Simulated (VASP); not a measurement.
# LiF (P6_3mc) in VASP: notebook

The runs below take LiF through single point, with LDA.

Program: VASP 6.6.1. These are calculated values, not measurements. Logs are shortened: lines on timing, memory, paths and dates and some standing lists are left out, and cuts for length are marked.

## Step 1: The cell of the first run

It takes space group P6_3mc (No. 186, hexagonal). Conventional cell: a = 3.162 Å, b = 3.162 Å, c = 4.415 Å, α = 90.00°, β = 90.00°, γ = 120.00°. Li (site symmetry 3m) has 4 F at 1.73 to 1.89 Å within 2.3 Å. Within 2.3 Å of F (site symmetry 3m) lie 4 Li at 1.73 to 1.89 Å.

## Step 2: Single point, LDA (9.56 Å³/atom)

The input, INCAR:

```
SYSTEM = LiF
  PREC = Accurate
  ENCUT = 520
  EDIFF = 1E-6
  ISMEAR = 0
  SIGMA = 0.05
  LREAL = .FALSE.
  LASPH = .TRUE.
  NELM = 100
  ALGO = Normal
  ISIF = 2
  LWAVE = .FALSE.
  LCHARG = .FALSE.
  NBANDS = 18
```

The input, KPOINTS:

```
Automatic mesh
0
G
  9 9 6
  0 0 0
```

The input, POSCAR:

```
LiF
1.0
    3.1621532770      0.0000000000      0.0000000000
   -1.5810766385      2.7385050686      0.0000000000
    0.0000000000      0.0000000000      4.4149984054
Li F
2 2
Direct
    0.3333333333      0.6666666667      0.3839784076
    0.6666666667      0.3333333333      0.8839784076
    0.3333333333      0.6666666667      0.9910195924
    0.6666666667      0.3333333333      0.4910195924
```

Potentials or basis: VASP PAW LDA potentials, release 64 (Li_sv, F).

The run is started by

```sh
$ cat potpaw_LDA.64/Li_sv/POTCAR potpaw_LDA.64/F/POTCAR > POTCAR
$ mpirun -np 1 vasp_std > vasp.out
```

OUTCAR:

```text
SYSTEM = LiF
   PREC = Accurate
   ENCUT = 520
   EDIFF = 1E-6
   ISMEAR = 0
   LREAL = .FALSE.
   LASPH = .TRUE.
   NELM = 100
   ISIF = 2

 ion  position               nearest neighbor table
   1  0.333  0.667  0.384-   3 1.73   4 1.89   4 1.89   4 1.89
   2  0.667  0.333  0.884-   4 1.73   3 1.89   3 1.89   3 1.89
   3  0.333  0.667  0.991-   1 1.73   2 1.89   2 1.89   2 1.89
   4  0.667  0.333  0.491-   2 1.73   1 1.89   1 1.89   1 1.89

  LATTYP: Found a hexagonal cell.
 ALAT       =     3.1621532770
 C/A-ratio  =     1.3962000000

  Lattice vectors:

 A1 = (   3.1621532770,   0.0000000000,   0.0000000000)
 A2 = (  -1.5810766385,   2.7385050686,   0.0000000000)
 A3 = (   0.0000000000,   0.0000000000,   4.4149984054)

Analysis of symmetry for initial positions (statically):
=====================================================================
 Subroutine PRICEL returns:
 Original cell was already a primitive cell.

 Routine SETGRP: Setting up the symmetry group for a
 hexagonal supercell.

 Subroutine GETGRP returns: Found 12 space group operations
 (whereof  6 operations were pure point group operations)
 out of a pool of 24 trial point group operations.

The static configuration has the point symmetry C_3v.
 The point group associated with its full space group is C_6v.

Analysis of symmetry for dynamics (positions and initial velocities):
=====================================================================
 Subroutine PRICEL returns:
 Original cell was already a primitive cell.

 Routine SETGRP: Setting up the symmetry group for a
 hexagonal supercell.

 Subroutine GETGRP returns: Found 12 space group operations
 (whereof  6 operations were pure point group operations)
 out of a pool of 24 trial point group operations.

The dynamic configuration has the point symmetry C_3v.
 The point group associated with its full space group is C_6v.

 Subroutine INISYM returns: Found 12 space group operations
 (whereof  6 operations are pure point group operations),
 and found     1 'primitive' translations

----------------------------------------------------------------------------------------

                                     Primitive cell

  volume of cell :      38.2320

  direct lattice vectors                    reciprocal lattice vectors
     3.162153277  0.000000000  0.000000000     0.316240205  0.182581367  0.000000000
    -1.581076638  2.738505069  0.000000000     0.000000000  0.365162735  0.000000000
     0.000000000  0.000000000  4.414998405     0.000000000  0.000000000  0.226500648
[... 91 lines left out ...]
   NSW    =      0    number of steps for IOM
   IBRION =     -1    ionic relax: 0-MD 1-quasi-New 2-CG
   NFREE  =      0    steps in history (QN), initial steepest desc. (CG)
   ISIF   =      2    stress and relaxation
   ISYM   =      2    0-nonsym 1-usesym 2-fastsym
   POTIM  = 0.5000    time-step for ionic-motion
   TEBEG  =    0.0;   TEEND  =   0.0 temperature during run
   PSTRESS=    0.0 pullay stress
   NELECT =      20.0000    total number of electrons
   NUPDOWN=      -1.0000    fix difference up-down
   EMIN   =  10.00;   EMAX   =-10.00  energy-range for DOS
   EFERMI =   0.00;   METHOD = LEGACY
   ISMEAR =     0;   SIGMA  =   0.05  broadening in eV -4-tet -1-fermi 0-gaus
   EFERMI_NEDOS =   21; number of points for ismear=-14 and -15
   IALGO  =     38    algorithm
   IMIX   =      4    mixing-type and parameters
     AMIX     =   0.40;   BMIX     =  1.00
     AMIX_MAG =   1.60;   BMIX_MAG =  1.00
  volume/ion in A,a.u.               =       9.56        64.50
  Fermi-wavevector in a.u.,A,eV,Ry     =   1.319094  2.492727 23.674268  1.740010
  Thomas-Fermi vector in A             =   2.449017
   LORBIT       =      0    0 simple, 1 ext, 2 COOP (PROOUT), +10 PAW based schemes
   GGA     = CA    functional components
   LHFCALC =     F    Hartree Fock is set to
   AEXX    =    0.0000 exact exchange contribution
   IVDW    =     0    specifies the selected vdW correction
   LEPSILON=     F    determine dielectric tensor
   LRPA    =     F    only Hartree local field effects (RPA)
 non-spin polarized calculation
 Gauss-broadening in eV      SIGMA  =   0.05
  energy-cutoff  :      520.00
  volume of cell :       38.23
 maximum number of plane-waves:      1048
 NGX is ok and might be reduce to    24
   NGX = 11   NGY = 11   NGZ = 17

 number of electron      20.0000004 magnetization

 Free energy of the ion-electron system (eV)
  ---------------------------------------------------
  ext. energy  EPLUGINS =         0.00000000
  ---------------------------------------------------
  free energy    TOTEN  =       -20.72941980 eV

  energy without entropy =      -20.72941980  energy(sigma->0) =      -20.72941980

 E-fermi :  -2.1295     XC(G=0):  -9.7113

 val. band max:       -2.4781458393   @ k =   0.0000   0.0000   0.0000
 cond. band min:       5.0705802680   @ k =   0.0000   0.0000   0.0000
 fundamental gap:      7.5487261073
 Fermi energy:        -2.1294914527

 k-point     1 :       0.0000    0.0000    0.0000
  band No.  band energies     occupation
      1     -41.8248      2.00000
      2     -41.7462      2.00000
      3     -21.6749      2.00000
      4     -21.3110      2.00000
      5      -4.9598      2.00000
      6      -3.3001      2.00000
[... 481 lines left out ...]
      5      -4.8194      2.00000
      6      -3.9724      2.00000
[... 10 lines left out ...]
     17      16.2582      0.00000
     18      18.4870      0.00000

 [... further k-points ...]

------------------------ aborting loop because EDIFF is reached ----------------------------------------

  FORCE on cell =-STRESS in cart. coord.  units (eV):
  Direction    XX          YY          ZZ          XY          YZ          ZX
  --------------------------------------------------------------------------------------
  -------------------------------------------------------------------------------------
  Total       -1.1690633     -1.1690633      1.2179037      0.0000000      0.0000000     -0.0000000
  in kB      -48.9915970    -48.9915970     51.0383354      0.0000000      0.0000000     -0.0000000
  external PRESSURE =     -15.6482862 kB  Pullay stress =       0.0000000 kB

 VOLUME and BASIS-vectors are now :
 -----------------------------------------------------------------------------
  energy-cutoff  :      520.00
  volume of cell :       38.23
      direct lattice vectors                 reciprocal lattice vectors
     3.162153277  0.000000000  0.000000000     0.316240205  0.182581367  0.000000000
    -1.581076638  2.738505069  0.000000000     0.000000000  0.365162735  0.000000000
     0.000000000  0.000000000  4.414998405     0.000000000  0.000000000  0.226500648

 POSITION                                       TOTAL-FORCE (eV/Angst)
 -----------------------------------------------------------------------------------
     -0.00000      1.82567      1.69526        -0.000000     -0.000000      0.531298
      1.58108      0.91284      3.90276         0.000000      0.000000      0.531298
     -0.00000      1.82567      4.37535        -0.000000     -0.000000     -0.531298
      1.58108      0.91284      2.16785         0.000000      0.000000     -0.531298
 -----------------------------------------------------------------------------------
    total drift:                                0.000000     -0.000000     -0.000709

  FREE ENERGIE OF THE ION-ELECTRON SYSTEM (eV)
  ---------------------------------------------------
  free  energy   TOTEN  =       -20.7294198014 eV

  energy  without entropy=      -20.7294198014  energy(sigma->0) =      -20.72941980
```

It took 8.3 s on 1 thread of Intel Xeon 6975P-C (Granite Rapids), shared host; peak memory 0.14 GiB.

What came out:

* Free energy: -20.7294 eV
* Largest force: 0.531 eV/Å
* Band gap on the k mesh: 7.55 eV

Forces on the atoms (eV/Å):
```
Li   0.000  0.000  0.531
Li   0.000  0.000  0.531
F    0.000  0.000 -0.531
F    0.000  0.000 -0.531
```

Caveat: the cutoff is under 1.25 times the usual one of these potentials, so pressure, stress and relaxed cells hold a basis-set (Pulay) error; an odd mesh through Γ misses points on the zone boundary, where band edges can lie.

## Step 3: Single point, LDA (9.56 Å³/atom)

The input, INCAR:

```
SYSTEM = LiF
  PREC = Accurate
  ENCUT = 520
  EDIFF = 1E-7
  ISMEAR = 0
  SIGMA = 0.05
  LREAL = .FALSE.
  LASPH = .TRUE.
  NELM = 100
  ALGO = Normal
  ISIF = 2
  LWAVE = .FALSE.
  LCHARG = .TRUE.
  GGA = CA
  LELF = .TRUE.
  LVHAR = .TRUE.
  NBANDS = 18
```

KPOINTS is that of step 2.

The input, POSCAR:

```
LiF
1.0
    2.9652011450      0.0000000000      0.0000000000
   -1.4826005725      2.5679395189      0.0000000000
    0.0000000000      0.0000000000      5.0209750988
Li F
2 2
Direct
    0.3333333333      0.6666666667      0.3839784076
    0.6666666667      0.3333333333      0.8839784076
    0.3333333333      0.6666666667      0.9910195924
    0.6666666667      0.3333333333      0.4910195924
```

Potentials or basis: VASP PAW LDA potentials, release 64 (Li_sv, F).

The run is started by

```sh
$ cat potpaw_LDA.64/Li_sv/POTCAR potpaw_LDA.64/F/POTCAR > POTCAR
$ mpirun -np 1 vasp_std > vasp.out
```

Run time: 10 s. Hardware: 1 thread of Intel Xeon 6975P-C (Granite Rapids), shared host; peak memory 0.14 GiB.

It converged, with:

```
Free energy            : -20.7408 eV
Largest force          : 0.293 eV/Å
Band gap on the k mesh : 7.74 eV
```

Forces on the atoms (eV/Å):
```
Li   0.000  0.000 -0.293
Li   0.000  0.000 -0.293
F    0.000  0.000  0.293
F    0.000  0.000  0.293
```

Levels at points of the mesh, in eV from the valence-band top:
| k point | band 6 | band 7 | band 8 | band 9 | band 10 | band 11 | band 12 | band 13 | band 14 | band 15 |
| --- | --- | --- | --- | --- | --- | --- | --- | --- | --- | --- |
| (0.00, 0.00, 0.00) | -0.31 | -0.31 | -0.07 | -0.07 | 0.00 | 7.74 | 11.61 | 15.09 | 18.99 | 19.13 |
| (0.00, 0.00, 0.50) | -1.23 | -0.19 | -0.19 | -0.19 | -0.19 | 9.38 | 9.38 | 17.00 | 17.00 | 19.42 |

Caveat: the cutoff is under 1.25 times the usual one of these potentials, so pressure, stress and relaxed cells hold a basis-set (Pulay) error; an odd mesh through Γ misses points on the zone boundary, where band edges can lie.

## Step 4: Single point, LDA (9.56 Å³/atom)

The input, INCAR:

```
SYSTEM = LiF
PREC     = Accurate       ! precision mode
ENCUT    = 520            ! plane-wave cutoff, eV
EDIFF    = 1E-7           ! SCF threshold, eV
ISMEAR   = 0              ! smearing method
SIGMA    = 0.05           ! smearing width, eV
LREAL    = .FALSE.        ! projectors in reciprocal space
LASPH    = .TRUE.         ! aspherical terms in the spheres
NELM     = 100            ! most SCF steps
ALGO     = Normal         ! electronic algorithm
ISIF     = 2              ! what is computed and relaxed
LWAVE    = .FALSE.        ! write WAVECAR
LCHARG   = .TRUE.         ! write CHGCAR
LELF     = .TRUE.         ! ELF
LVHAR    = .TRUE.       
NBANDS   = 18             ! bands
```

The input, KPOINTS:

```
regular mesh
0
G
  9 9 6
  0 0 0
```

The input, POSCAR:

```
LiF
1.0
    3.1117150852      0.0000000000      0.0000000000
   -1.5558575426      2.6948243131      0.0000000000
    0.0000000000      0.0000000000      4.5592849428
Li F
2 2
Direct
    0.3333333333      0.6666666667      0.3839784076
    0.6666666667      0.3333333333      0.8839784076
    0.3333333333      0.6666666667      0.9910195924
    0.6666666667      0.3333333333      0.4910195924
```

The run is started by

```sh
$ cat potpaw_LDA.64/Li_sv/POTCAR potpaw_LDA.64/F/POTCAR > POTCAR
$ mpirun -np 1 vasp_std > vasp.out
```

Wall time 9.1 s (1 thread of Intel Xeon 6975P-C (Granite Rapids), shared host); peak memory 0.14 GiB.

Results (log left out):

- Free energy: -20.7857 eV
- Largest force: 0.223 eV/Å
- Band gap on the k mesh: 7.59 eV

Forces on the atoms (eV/Å):
```
Li   0.000  0.000  0.223
Li   0.000  0.000  0.223
F    0.000  0.000 -0.223
F    0.000  0.000 -0.223
```

Levels at points of the mesh, in eV from the valence-band top:
| k point | band 8 | band 9 | band 10 | band 11 | band 12 | band 13 |
| --- | --- | --- | --- | --- | --- | --- |
| (0.00, 0.00, 0.00) | -0.27 | -0.27 | 0.00 | 7.59 | 12.27 | 15.58 |
| (0.00, 0.00, 0.50) | -0.50 | -0.50 | -0.50 | 9.41 | 9.41 | 17.99 |

Caveat: the cutoff is under 1.25 times the usual one of these potentials, so pressure, stress and relaxed cells hold a basis-set (Pulay) error; an odd mesh through Γ misses points on the zone boundary, where band edges can lie.

(Continued in part 2 of 2.)
